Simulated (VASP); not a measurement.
Write the native input for VASP 6.6.1 that does the following.

```yaml
Task: relaxation of cell and atoms
Functional: r2SCAN
Potentials_or_basis: VASP PAW PBE potentials, release 64 (Ru_pv)
Cutoff: 600 eV
k_mesh: 12 × 12 × 6
Occupations: fermi-dirac, width 0.02 eV
Spin: no spin polarisation
Dipole_correction: no
Further_INCAR_settings: ALGO = Normal; EDIFF = 1e-06; IBRION = 2; EDIFFG = -0.005; NSW = 80; ISIF = 3
```

The system is Ru.

```
Ru
1.0
     2.71790    0.00000    0.00000
    -1.35895    2.35377    0.00000
     0.00000    0.00000    4.30111
Ru
2
Cartesian
  0.0000 1.5692 1.0753
  1.3589 0.7846 3.2258
```

One way to write it, as run:

POSCAR

```
Ru
1.0
    2.7178971652      0.0000000000      0.0000000000
   -1.3589485826      2.3537679899      0.0000000000
    0.0000000000      0.0000000000      4.3011079785
Ru
2
Direct
    0.3333333333      0.6666666667      0.2500000000
    0.6666666667      0.3333333333      0.7500000000
```

INCAR.step1

```
ALGO = Normal ; EDIFF = 1E-4
ENCUT = 600 ; GGA = PE
ISMEAR = -1 ; LASPH = True
LCHARG = False ; LREAL = False
LWAVE = True ; NELM = 100
PREC = Accurate ; SIGMA = 0.02
```

INCAR.step2

```
ALGO = Normal ; EDIFF = 1E-6
EDIFFG = -0.005 ; ENCUT = 600
IBRION = 2 ; ISIF = 3
ISMEAR = -1 ; ISTART = 1
LASPH = True ; LCHARG = False
LMIXTAU = True ; LREAL = False
LWAVE = False ; METAGGA = R2SCAN
NELM = 100 ; NSW = 80
PREC = Accurate ; SIGMA = 0.02
```

KPOINTS

```
k-points
0
Gamma
  12 12 6
```

Potentials or basis: VASP PAW PBE potentials, release 64 (Ru_pv).

Command:

```sh
$ cat potpaw_PBE.64/Ru_pv/POTCAR > POTCAR
$ cp INCAR.step1 INCAR
$ mpirun -np 1 vasp_std > vasp.out
$ cp INCAR.step2 INCAR
$ mpirun -np 1 vasp_std > vasp.out
```

Results of the run:

The relaxed volume is 13.54 Å³/atom and the relaxed cell is a = 2.704 Å, b = 2.704 Å, c = 4.278 Å, α = 90.00°, β = 90.00°, γ = 120.00°. The space group after relaxing (to 0.1 Å) is P6_3/mmc (No. 194) and the energy gained by relaxing is 3.5 meV/atom. The ionic steps are 7, the pressure after relaxing is 0.0 GPa and the band gap on the k mesh is zero (bands 14 and 15 overlap by 3.30 eV).

Caveat: the PAW data sets were made with another functional, which shifts forces and pressure a little.

It took 12 min on 1 thread of Intel Xeon 8259CL, with other jobs on the host, peak memory 0.19 GiB.
